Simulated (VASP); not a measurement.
# Si (P6_3/mmc) in VASP: further runs

The runs below take Si through single point, with LDA.

Program: VASP 6.6.1. These are calculated values, not measurements. Logs are shortened: lines on timing, memory, paths and dates and some standing lists are left out, and cuts for length are marked.

### 1 The cell of the first run

Symmetry: P6_3/mmc, No. 194, hexagonal system. Conventional cell: a = 3.967 Å, b = 3.967 Å, c = 5.775 Å, α = 90.00°, β = 90.00°, γ = 120.00°. Within 3.1 Å of Si (site symmetry 3m) lie 4 Si at 2.33 to 2.43 Å.

### 2 Single point, LDA (c/a of the conventional cell at fixed volume 1.4557)

Contents of INCAR:

```
ALGO = Normal
EDIFF = 1E-6
ENCUT = 520
ISIF = 2
ISMEAR = 0
LASPH = T
LCHARG = F
LREAL = F
LWAVE = F
NBANDS = 16
NELM = 80
PREC = Accurate
SIGMA = 0.03
```

Contents of KPOINTS:

```
k-points
0
Gamma
  12 12 6
```

Contents of POSCAR:

```
Si
1.0
    3.9671651941      0.0000000000      0.0000000000
   -1.9835825971      3.4356658391      0.0000000000
    0.0000000000      0.0000000000      5.7750023730
Si
4
Direct
    0.3333333333      0.6666666667      0.0391837161
    0.6666666667      0.3333333333      0.5391837161
    0.3333333333      0.6666666667      0.4608162839
    0.6666666667      0.3333333333      0.9608162839
```

Potentials or basis: VASP PAW LDA potentials, release 64 (Si).

Started as:

```sh
> cat potpaw_LDA.64/Si/POTCAR > POTCAR
> mpirun -np 1 vasp_std > vasp.out
```

OUTCAR:

```text
EDIFF = 1E-6
   ENCUT = 520
   ISIF = 2
   ISMEAR = 0
   LASPH = T
   LREAL = F
   NELM = 80
   PREC = Accurate

 ion  position               nearest neighbor table
   1  0.333  0.667  0.039-   4 2.33   4 2.33   4 2.33   3 2.43
   2  0.667  0.333  0.539-   3 2.33   3 2.33   3 2.33   4 2.43
   3  0.333  0.667  0.461-   2 2.33   2 2.33   2 2.33   1 2.43
   4  0.667  0.333  0.961-   1 2.33   1 2.33   1 2.33   2 2.43

  LATTYP: Found a hexagonal cell.
 ALAT       =     3.9671651941
 C/A-ratio  =     1.4557000000

  Lattice vectors:

 A1 = (   3.9671651941,   0.0000000000,   0.0000000000)
 A2 = (  -1.9835825971,   3.4356658391,   0.0000000000)
 A3 = (   0.0000000000,   0.0000000000,   5.7750023730)

Analysis of symmetry for initial positions (statically):
=====================================================================
 Subroutine PRICEL returns:
 Original cell was already a primitive cell.

 Routine SETGRP: Setting up the symmetry group for a
 hexagonal supercell.

 Subroutine GETGRP returns: Found 24 space group operations
 (whereof 12 operations were pure point group operations)
 out of a pool of 24 trial point group operations.

The static configuration has the point symmetry D_3d.
 The point group associated with its full space group is D_6h.

Analysis of symmetry for dynamics (positions and initial velocities):
=====================================================================
 Subroutine PRICEL returns:
 Original cell was already a primitive cell.

 Routine SETGRP: Setting up the symmetry group for a
 hexagonal supercell.

 Subroutine GETGRP returns: Found 24 space group operations
 (whereof 12 operations were pure point group operations)
 out of a pool of 24 trial point group operations.

The dynamic configuration has the point symmetry D_3d.
 The point group associated with its full space group is D_6h.

 Subroutine INISYM returns: Found 24 space group operations
 (whereof 12 operations are pure point group operations),
 and found     1 'primitive' translations

----------------------------------------------------------------------------------------

                                     Primitive cell

  volume of cell :      78.7124

  direct lattice vectors                    reciprocal lattice vectors
[... 86 lines left out ...]
   LNONCOLLINEAR =      F non collinear calculations
   LSORBIT =      F    spin-orbit coupling
   LASPH  =      T    aspherical Exc in radial PAW
   ENCUT  =  520.0 eV  38.22 Ry    6.18 a.u.   7.38  7.38 10.74*2*pi/ulx,y,z
   NELM   =     80;   NELMIN=  2; NELMDL= -5     # of ELM steps
   EDIFF  = 0.1E-05   stopping-criterion for ELM
   LREAL  =      F    real-space projection
   EDIFFG = 0.1E-04   stopping-criterion for IOM
   NSW    =      0    number of steps for IOM
   IBRION =     -1    ionic relax: 0-MD 1-quasi-New 2-CG
   NFREE  =      0    steps in history (QN), initial steepest desc. (CG)
   ISIF   =      2    stress and relaxation
   ISYM   =      2    0-nonsym 1-usesym 2-fastsym
   POTIM  = 0.5000    time-step for ionic-motion
   TEBEG  =    0.0;   TEEND  =   0.0 temperature during run
   PSTRESS=    0.0 pullay stress
   NELECT =      16.0000    total number of electrons
   NUPDOWN=      -1.0000    fix difference up-down
   EMIN   =  10.00;   EMAX   =-10.00  energy-range for DOS
   EFERMI =   0.00;   METHOD = LEGACY
   ISMEAR =     0;   SIGMA  =   0.03  broadening in eV -4-tet -1-fermi 0-gaus
   EFERMI_NEDOS =   21; number of points for ismear=-14 and -15
   IALGO  =     38    algorithm
   IMIX   =      4    mixing-type and parameters
     AMIX     =   0.40;   BMIX     =  1.00
     AMIX_MAG =   1.60;   BMIX_MAG =  1.00
  volume/ion in A,a.u.               =      19.68       132.79
  Fermi-wavevector in a.u.,A,eV,Ry     =   0.962573  1.818999 12.606436  0.926547
  Thomas-Fermi vector in A             =   2.092044
   LORBIT       =      0    0 simple, 1 ext, 2 COOP (PROOUT), +10 PAW based schemes
   GGA     = CA    functional components
   LHFCALC =     F    Hartree Fock is set to
   AEXX    =    0.0000 exact exchange contribution
   IVDW    =     0    specifies the selected vdW correction
   LEPSILON=     F    determine dielectric tensor
   LRPA    =     F    only Hartree local field effects (RPA)
 non-spin polarized calculation
 Gauss-broadening in eV      SIGMA  =   0.03
  energy-cutoff  :      520.00
  volume of cell :       78.71
 maximum number of plane-waves:      2157
 NGX is ok and might be reduce to    30
   NGX = 15   NGY = 15   NGZ = 21

 number of electron      15.9999999 magnetization

 Free energy of the ion-electron system (eV)
  ---------------------------------------------------
  ext. energy  EPLUGINS =         0.00000000
  ---------------------------------------------------
  free energy    TOTEN  =       -23.12921386 eV

  energy without entropy =      -23.12875518  energy(sigma->0) =      -23.12898452

 E-fermi :   6.0738     XC(G=0):  -9.6814

 val. band max:        6.0288843429   @ k =   0.1667  -0.0000   0.0000
 cond. band min:       6.0837281524   @ k =   0.5000   0.0000   0.3333
 fundamental gap:      0.0548438095
 Fermi energy:         6.0738217298

 k-point     1 :       0.0000    0.0000    0.0000
  band No.  band energies     occupation
      1      -6.1505      2.00000
      2      -3.2608      2.00000
      3      -0.3310      2.00000
      4       3.8189      2.00000
      5       3.8189      2.00000
      6       5.3057      2.00000
[... 433 lines left out ...]
      3      -0.9516      2.00000
      4       1.4193      2.00000
      5       1.7546      2.00000
      6       2.8044      2.00000
[... 8 lines left out ...]
     15      12.1137      0.00000
     16      13.2496      0.00000

 [... further k-points ...]
[... 5 lines left out ...]
  --------------------------------------------------------------------------------------
  -------------------------------------------------------------------------------------
  Total       -2.0445333     -2.0445333      2.4453830      0.0000000      0.0000000      0.0000000
  in kB      -41.6161013    -41.6161013     49.7753255      0.0000000      0.0000000      0.0000000
  external PRESSURE =     -11.1522924 kB  Pullay stress =       0.0000000 kB

 VOLUME and BASIS-vectors are now :
 -----------------------------------------------------------------------------
  energy-cutoff  :      520.00
  volume of cell :       78.71
      direct lattice vectors                 reciprocal lattice vectors
     3.967165194  0.000000000  0.000000000     0.252069160  0.145532198  0.000000000
    -1.983582597  3.435665839  0.000000000     0.000000000  0.291064395  0.000000000
     0.000000000  0.000000000  5.775002373     0.000000000  0.000000000  0.173160102

 POSITION                                       TOTAL-FORCE (eV/Angst)
 -----------------------------------------------------------------------------------
     -0.00000      2.29044      0.22629        -0.000000      0.000000      1.290359
      1.98358      1.14522      3.11379         0.000000     -0.000000      1.290359
     -0.00000      2.29044      2.66122        -0.000000     -0.000000     -1.290359
      1.98358      1.14522      5.54872         0.000000     -0.000000     -1.290359
 -----------------------------------------------------------------------------------
    total drift:                               -0.000000      0.000000     -0.000000

  FREE ENERGIE OF THE ION-ELECTRON SYSTEM (eV)
  ---------------------------------------------------
  free  energy   TOTEN  =       -23.1292138557 eV

  energy  without entropy=      -23.1287551751  energy(sigma->0) =      -23.12898452
```

OSZICAR:

```text
N       E                     dE             d eps       ncg     rms          rms(c)
DAV:   1     0.239842666671E+02    0.23984E+02   -0.59279E+03  2432   0.818E+02
DAV:   2    -0.218231977908E+02   -0.45807E+02   -0.41591E+02  3288   0.122E+02
DAV:   3    -0.236356812319E+02   -0.18125E+01   -0.17974E+01  3312   0.228E+01
DAV:   4    -0.236578999472E+02   -0.22219E-01   -0.22213E-01  3016   0.324E+00
DAV:   5    -0.236583179703E+02   -0.41802E-03   -0.41799E-03  3416   0.418E-01    0.698E+00
DAV:   6    -0.232855813463E+02    0.37274E+00   -0.15646E-01  2944   0.189E+00    0.413E+00
DAV:   7    -0.231295019623E+02    0.15608E+00   -0.26551E-01  3072   0.245E+00    0.358E-01
DAV:   8    -0.231291011990E+02    0.40076E-03   -0.24757E-02  2968   0.863E-01    0.175E-01
DAV:   9    -0.231291925910E+02   -0.91392E-04   -0.62285E-04  3344   0.145E-01    0.902E-02
DAV:  10    -0.231292106620E+02   -0.18071E-04   -0.65985E-05  3048   0.400E-02    0.210E-02
DAV:  11    -0.231292137205E+02   -0.30585E-05   -0.58838E-06  3248   0.136E-02    0.132E-02
DAV:  12    -0.231292138557E+02   -0.13523E-06   -0.72212E-07  2000   0.462E-03
   1 F= -.23129214E+02 E0= -.23128985E+02  d E =-.458681E-03
```

Run time: 64 s. Hardware: 1 thread of Intel Xeon Platinum 8488C (Sapphire Rapids), shared host; peak memory 0.19 GiB.

Results:

```yaml
Free_energy: -23.1292 eV
Pressure: -1.1 GPa
Largest_force: 1.290 eV/Å
Band_gap_on_the_k_mesh: zero (band 8 reaches 6.44 eV, above the bottom of band 9 at 5.57 eV)
```

Forces in eV/Å, atoms in the order of the input:
```
Si   0.000  0.000  1.290
Si   0.000  0.000  1.290
Si   0.000  0.000 -1.290
Si   0.000  0.000 -1.290
```

Stress tensor (GPa, compression positive):
```
-4.16  0.00  0.00
 0.00 -4.16  0.00
 0.00  0.00  4.98
```

Caveat: forces of over 1 eV/Å act on the atoms, so gaps and moduli don't describe the material at rest.

### 3 Single point, LDA (c/a of the conventional cell at fixed volume 1.5880)

Contents of INCAR:

```
SYSTEM = Si
ALGO     = Normal         ! electronic algorithm
EDIFF    = 1E-7           ! SCF threshold, eV
ENCUT    = 520            ! plane-wave cutoff, eV
GGA      = CA             ! functional
ISIF     = 2              ! what is computed and relaxed
ISMEAR   = 0              ! smearing method
LASPH    = .True.         ! aspherical terms in the spheres
LCHARG   = .False.        ! write CHGCAR
LREAL    = .False.        ! projectors in reciprocal space
LWAVE    = .False.        ! write WAVECAR
NBANDS   = 16             ! bands
NELM     = 100            ! most SCF steps
PREC     = Accurate       ! precision mode
SIGMA    = 0.03           ! smearing width, eV
```

Contents of KPOINTS:

```
k-points
0
Gamma
  12 12 6
  0 0 0
```

Contents of POSCAR:

```
Si
1.0
    3.8537843876      0.0000000000      0.0000000000
   -1.9268921938      3.3374751803      0.0000000000
    0.0000000000      0.0000000000      6.1198096075
Si
4
Direct
    0.3333333333      0.6666666667      0.0868883759
    0.6666666667      0.3333333333      0.5868883759
    0.3333333333      0.6666666667      0.4131116241
    0.6666666667      0.3333333333      0.9131116241
```

Potentials or basis: VASP PAW LDA potentials, release 64 (Si).

Started as:

```sh
> cat potpaw_LDA.64/Si/POTCAR > POTCAR
> mpirun -np 1 vasp_std > vasp.out
```

Run time: 82 s. Hardware: 1 thread of Intel Xeon Platinum 8488C (Sapphire Rapids), shared host; peak memory 0.2 GiB.

It converged, with:

```yaml
Free_energy: -21.7305 eV
Pressure: 7.2 GPa
Largest_force: 7.113 eV/Å
Band_gap_on_the_k_mesh: zero (band 8 reaches 7.05 eV, above the bottom of band 9 at 5.81 eV)
```

Forces on the atoms (eV/Å):
```
Si   0.000  0.000 -7.113
Si   0.000  0.000 -7.113
Si   0.000  0.000  7.113
Si   0.000  0.000  7.113
```

Stress tensor (GPa, compression positive):
```
-8.38  0.00  0.00
 0.00 -8.38  0.00
 0.00  0.00 38.37
```

Levels at points of the mesh, in eV from the Fermi level:
| k point | band 6 | band 7 | band 8 | band 9 | band 10 | band 11 |
| --- | --- | --- | --- | --- | --- | --- |
| (0.00, 0.00, 0.00) | -1.83 | 0.66 | 0.66 | 0.82 | 0.92 | 0.92 |
| (0.50, 0.00, 0.00) | -4.14 | -3.33 | -0.81 | 0.23 | 1.33 | 1.48 |
| (0.00, 0.00, 0.50) | -1.09 | -1.09 | -1.09 | 1.81 | 1.81 | 2.72 |
| (0.50, 0.00, 0.50) | -3.09 | -2.51 | -2.51 | 0.32 | 0.32 | 1.92 |

Caveat: forces of over 1 eV/Å act on the atoms, so gaps and moduli don't describe the material at rest.
